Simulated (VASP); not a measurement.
Wanted: the native input for a VASP 6.6.1 run.

* Task: single point
* Functional: PBEsol
* Potentials or basis: VASP PAW PBE potentials, release 64 (Mg, B)
* Cutoff: 520 eV
* k mesh: 6 × 6 × 3
* Occupations: fermi-dirac, width 0.1 eV
* Spin: no spin polarisation
* Dipole correction: no
* Further INCAR settings: ALGO = Normal; EDIFF = 1e-06; NBANDS = 17; NELMDL = -8

The structure of MgB2 lies in POSCAR:

```
MgB2
1.0
    3.0850000000      0.0000000000      0.0000000000
   -1.5425000000      2.6716883700      0.0000000000
    0.0000000000      0.0000000000     10.0460000000
Mg B
2 4
Direct
    0.0000000000      0.0000000000      0.0000000000
    0.0000000000      0.0000000000      0.3506868405
    0.3333333333      0.6666666667      0.1753434203
    0.6666666667      0.3333333333      0.1753434203
    0.3333333333      0.6666666667      0.5260302608
    0.6666666667      0.3333333333      0.5260302608
```

The input as run:

INCAR

```
SYSTEM = MgB2
ALGO = Normal
EDIFF = 1E-6
ENCUT = 520
GGA = PS
GGA_COMPAT = .False.
ISIF = 2
ISMEAR = -1
LASPH = .True.
LCHARG = .False.
LREAL = .False.
LWAVE = .False.
NBANDS = 17
NELM = 120
NELMDL = -8
PREC = Accurate
SIGMA = 0.1
```

KPOINTS

```
k-points
0
Gamma
  6 6 3
  0 0 0
```

Potentials or basis: VASP PAW PBE potentials, release 64 (Mg, B).

Command:

```bash
$ cat potpaw_PBE.64/Mg/POTCAR potpaw_PBE.64/B/POTCAR > POTCAR
$ mpirun -np 1 vasp_std > vasp.out
```

Results of the run:

| Item | Value |
| --- | --- |
| Largest force | 0.527 eV/Å |
| Band gap on the k mesh | zero (bands 8 and 9 overlap by 1.67 eV) |

Caveat: the k points lie up to 0.39 Å⁻¹ apart, too coarse for converged energies and pressures of a metal; the PAW data sets were made with another functional, which shifts forces and pressure a little.

It took 40 s on 1 thread of Intel Xeon 8259CL, on a shared host, peak memory 0.2 GiB.
